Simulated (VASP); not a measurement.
# In (Pm-3m) in VASP: vibrations by perturbation theory with PBE

Aim: the vibrations by perturbation theory of In with PBE.

All numbers are computed with VASP 6.6.1; they aren't measurements. Logs are shortened: lines on timing, memory, paths and dates and some standing lists are left out, and cuts for length are marked.

## (1) The cell of the first run

It takes space group Pm-3m (No. 221, cubic). The conventional cell has a = 4.507 Å, b = 4.507 Å, c = 4.507 Å, α = 90.00°, β = 90.00°, γ = 90.00°. Within 4.2 Å of In (site symmetry 4/mmm) lie 8 In at 3.19 Å.

This isn't the form of In at room conditions, which is tetragonal.

## (2) Vibrations by perturbation theory, PBE

INCAR reads:

```
SYSTEM = In
PREC     = Accurate       ! precision mode
ENCUT    = 520            ! plane-wave cutoff, eV
EDIFF    = 1E-8           ! SCF threshold, eV
ISMEAR   = -1             ! smearing method
SIGMA    = 0.15           ! smearing width, eV
LREAL    = .FALSE.        ! projectors in reciprocal space
LASPH    = .TRUE.         ! aspherical terms in the spheres
NELM     = 60             ! most SCF steps
ALGO     = Normal         ! electronic algorithm
ISIF     = 2              ! what is computed and relaxed
LWAVE    = .FALSE.        ! write WAVECAR
LCHARG   = .FALSE.        ! write CHGCAR
GGA      = PE             ! functional
IBRION   = 8              ! ionic algorithm
NSW      = 1              ! ionic steps
```

KPOINTS reads:

```
Automatic mesh
0
G
  10 10 10
  0 0 0
```

POSCAR reads:

```
In
1.0
    4.5072558118      0.0000000000      0.0000000000
    0.0000000000      4.5072558118      0.0000000000
    0.0000000000      0.0000000000      4.5072558118
In
3
Direct
    0.5000000000      0.0000000000      0.0000000000
    0.0000000000      0.5000000000      0.0000000000
    0.0000000000      0.0000000000      0.5000000000
```

Potentials or basis: VASP PAW PBE potentials, release 64 (In_d).

Command:

```
cat potpaw_PBE.64/In_d/POTCAR > POTCAR
mpirun -np 1 vasp_std > vasp.out
```

OUTCAR:

```text
SYSTEM = In
   PREC = Accurate
   ENCUT = 520
   EDIFF = 1E-8
   ISMEAR = -1
   LREAL = .FALSE.
   LASPH = .TRUE.
   NELM = 60
   ISIF = 2
   GGA = PE
   IBRION = 8
   NSW = 1

 ion  position               nearest neighbor table
   1  0.500  0.000  0.000-   2 3.19   3 3.19   3 3.19   2 3.19   2 3.19   3 3.19   3 3.19   2 3.19

   2  0.000  0.500  0.000-   1 3.19   3 3.19   3 3.19   1 3.19   3 3.19   3 3.19   1 3.19   1 3.19

   3  0.000  0.000  0.500-   1 3.19   2 3.19   1 3.19   2 3.19   2 3.19   2 3.19   1 3.19   1 3.19

  LATTYP: Found a simple cubic cell.
 ALAT       =     4.5072558118

  Lattice vectors:

 A1 = (   4.5072558118,   0.0000000000,   0.0000000000)
 A2 = (   0.0000000000,   4.5072558118,   0.0000000000)
 A3 = (   0.0000000000,   0.0000000000,   4.5072558118)

Analysis of symmetry for initial positions (statically):
=====================================================================
 Subroutine PRICEL returns:
 Original cell was already a primitive cell.

 Routine SETGRP: Setting up the symmetry group for a
 simple cubic supercell.

 Subroutine GETGRP returns: Found 48 space group operations
 (whereof 48 operations were pure point group operations)
 out of a pool of 48 trial point group operations.

The static configuration has the point symmetry O_h .

Analysis of symmetry for dynamics (positions and initial velocities):
=====================================================================
 Subroutine PRICEL returns:
 Original cell was already a primitive cell.

 Routine SETGRP: Setting up the symmetry group for a
 simple cubic supercell.

 Subroutine GETGRP returns: Found 48 space group operations
 (whereof 48 operations were pure point group operations)
 out of a pool of 48 trial point group operations.

The dynamic configuration has the point symmetry O_h .

 Subroutine INISYM returns: Found 48 space group operations
 (whereof 48 operations are pure point group operations),
 and found     1 'primitive' translations

----------------------------------------------------------------------------------------

                                     Primitive cell

  volume of cell :      91.5665

  direct lattice vectors                    reciprocal lattice vectors
     4.507255812  0.000000000  0.000000000     0.221864487  0.000000000  0.000000000
     0.000000000  4.507255812  0.000000000     0.000000000  0.221864487  0.000000000
     0.000000000  0.000000000  4.507255812     0.000000000  0.000000000  0.221864487

  length of vectors
     4.507255812  4.507255812  4.507255812     0.221864487  0.221864487  0.221864487

  position of ions in fractional coordinates (direct lattice)
     0.500000000  0.000000000  0.000000000
     0.000000000  0.500000000  0.000000000
     0.000000000  0.000000000  0.500000000

  ion indices of the primitive-cell ions
   primitive index   ion index
                 1           1
                 2           2
                 3           3

----------------------------------------------------------------------------------------

 KPOINTS: Automatic mesh

Automatic generation of k-mesh.
 Grid dimensions read from file:
 generate k-points for:   10   10   10

 Generating k-lattice:

  Cartesian coordinates                     Fractional coordinates (reciprocal lattice)
     0.022186449  0.000000000  0.000000000     0.100000000  0.000000000  0.000000000
[... 94 lines left out ...]
 NGX is ok and might be reduce to    36
   NGX = 17   NGY = 17   NGZ = 17

--------------------------------------- Ionic step        1  -------------------------------------------

 number of electron      39.0000042 magnetization

 Free energy of the ion-electron system (eV)
  ---------------------------------------------------
  ext. energy  EPLUGINS =         0.00000000
  ---------------------------------------------------
  free energy    TOTEN  =        -7.44409979 eV

  energy without entropy =       -7.32291347  energy(sigma->0) =       -7.38350663

 E-fermi :   5.8034     XC(G=0):  -9.3736

 val. band max:        5.8012569155   @ k =   0.3000   0.3000   0.1000
 cond. band min:       5.8116617546   @ k =   0.3000   0.2000   0.0000
 fundamental gap:      0.0104048391
 Fermi energy:         5.8034472708

 k-point     1 :       0.0000    0.0000    0.0000
  band No.  band energies     occupation
      1      -9.0656      2.00000
      2      -9.0656      2.00000
      3      -9.0656      2.00000
      4      -9.0541      2.00000
      5      -8.8722      2.00000
      6      -8.8722      2.00000
[... 613 lines left out ...]
     22       8.2632      0.00000
     23       8.8079      0.00000

 [... further k-points ...]

------------------------ aborting loop because EDIFF is reached ----------------------------------------

  FORCE on cell =-STRESS in cart. coord.  units (eV):
  Direction    XX          YY          ZZ          XY          YZ          ZX
  --------------------------------------------------------------------------------------
  -------------------------------------------------------------------------------------
  Total       -0.0166255     -0.0166255     -0.0166255      0.0000000     -0.0000000     -0.0000000
  in kB       -0.2909033     -0.2909033     -0.2909033      0.0000000     -0.0000000     -0.0000000
  external PRESSURE =      -0.2909033 kB  Pullay stress =       0.0000000 kB

 VOLUME and BASIS-vectors are now :
 -----------------------------------------------------------------------------
  energy-cutoff  :      520.00
  volume of cell :       91.57
      direct lattice vectors                 reciprocal lattice vectors
     4.507255812  0.000000000  0.000000000     0.221864487  0.000000000  0.000000000
     0.000000000  4.507255812  0.000000000     0.000000000  0.221864487  0.000000000
     0.000000000  0.000000000  4.507255812     0.000000000  0.000000000  0.221864487

 POSITION                                       TOTAL-FORCE (eV/Angst)
 -----------------------------------------------------------------------------------
      2.25363      0.00000      0.00000         0.000000      0.000000      0.000000
      0.00000      2.25363      0.00000         0.000000      0.000000      0.000000
      0.00000      0.00000      2.25363         0.000000      0.000000      0.000000
 -----------------------------------------------------------------------------------
    total drift:                                0.000000      0.000000     -0.000000

  FREE ENERGIE OF THE ION-ELECTRON SYSTEM (eV)
  ---------------------------------------------------
  free  energy   TOTEN  =        -7.4440997919 eV

  energy  without entropy=       -7.3229134704  energy(sigma->0) =       -7.38350663

[... ionic steps 2 to 3 ...]

--------------------------------------- Ionic step        4  -------------------------------------------

------------------------ aborting loop because EDIFF is reached ----------------------------------------

--------------------------------------- Ionic step        5  -------------------------------------------

 Free energy of the ion-electron system (eV)
  ---------------------------------------------------
  ---------------------------------------------------
  free energy    TOTEN  =        -0.23844780 eV

  energy without entropy =       -0.23844780

------------------------ aborting loop because EDIFF is reached ----------------------------------------

 INTERNAL STRAIN TENSOR  FOR ION    1  DIRECTION 2   (eV/Angst):
 -----------------------------------------------------------------------------
    -0.02801  0.00000  0.00000
     0.00000 -0.00871  0.00000
     0.00000  0.00000  0.02664

 INTERNAL STRAIN TENSOR FOR ION    3 for displacements in x,y,z  (eV/Angst):
          X           Y           Z          XY          YZ          ZX
  --------------------------------------------------------------------------------
  x     0.00000     0.00000     0.00000     0.00000     0.00000     0.00000
  y     0.00000     0.00000     0.00000     0.00000     0.00000     0.00000
  z     0.00000     0.00000     0.00000     0.00000     0.00000     0.00000

 SECOND DERIVATIVES (NOT SYMMETRIZED)
 ------------------------------------
               1X          1Y          1Z          2X          2Y          2Z          3X          3Y          3Z
  1X    -4.197545    0.000000    0.000000    2.098773    0.000000    0.000000    2.098773   -0.000000    0.000000
  1Y     0.000000   -1.555833    0.000000    0.000000    2.098778    0.000000    0.000000   -0.542945    0.000000
  1Z     0.000000    0.000000   -1.555833    0.000000    0.000000   -0.542945    0.000000    0.000000    2.098778
  2X     2.098778    0.000000    0.000000   -1.555833    0.000000    0.000000   -0.542945    0.000000    0.000000
  2Y     0.000000    2.098773    0.000000    0.000000   -4.197545    0.000000   -0.000000    2.098773    0.000000
  2Z     0.000000    0.000000   -0.542945    0.000000    0.000000   -1.555833    0.000000    0.000000    2.098778
  3X     2.098778    0.000000    0.000000   -0.542945    0.000000    0.000000   -1.555833    0.000000    0.000000
  3Y     0.000000   -0.542945    0.000000    0.000000    2.098778    0.000000    0.000000   -1.555833    0.000000
  3Z    -0.000000    0.000000    2.098773    0.000000    0.000000    2.098773    0.000000    0.000000   -4.197545

 Eigenvectors and eigenvalues of the dynamical matrix
 ----------------------------------------------------

   1 f  =    3.660880 THz    23.001986 2PiTHz  122.113806 cm-1    15.140176 meV
             X         Y         Z           dx          dy          dz
      2.253628  0.000000  0.000000     0.000000   -0.408249   -0.000000
      0.000000  2.253628  0.000000    -0.000000    0.816496    0.000000
      0.000000  0.000000  2.253628    -0.000000   -0.408249    0.000000
[... 43 lines left out ...]
   9 f/i=    0.000002 THz     0.000014 2PiTHz    0.000073 cm-1     0.000009 meV
             X         Y         Z           dx          dy          dz
      2.253628  0.000000  0.000000     0.577179    0.014062    0.000000
      0.000000  2.253628  0.000000     0.577179    0.014062   -0.000000
      0.000000  0.000000  2.253628     0.577179    0.014062    0.000000

--------------------------------------------------------------------------------------------------------

 ELASTIC MODULI CONTR FROM IONIC RELAXATION (kBar)
 Direction    XX          YY          ZZ          XY          YZ          ZX
 --------------------------------------------------------------------------------
 XX           0.0000      0.0000      0.0000      0.0000      0.0000      0.0000
 YY           0.0000      0.0000      0.0000      0.0000      0.0000      0.0000
 ZZ           0.0000      0.0000      0.0000      0.0000      0.0000      0.0000
 XY           0.0000      0.0000      0.0000      0.0000      0.0000      0.0000
 YZ           0.0000      0.0000      0.0000      0.0000      0.0000      0.0000
 ZX           0.0000      0.0000      0.0000      0.0000      0.0000      0.0000
 --------------------------------------------------------------------------------
```

Run time: 35 min. Hardware: 1 thread of AMD EPYC 7R13, shared host; peak memory 0.86 GiB.

Results:

```yaml
Highest_phonon_frequency_at_Γ: 122 cm⁻¹
```

Phonon frequencies in cm⁻¹ (negative: imaginary):
| q point | frequencies |
| --- | --- |
| (0.000, 0.000, 0.000) | 0 0 0 49 49 49 122 122 122 |

Caveat: spin-orbit coupling is left out, which moves the levels of the heavy elements.
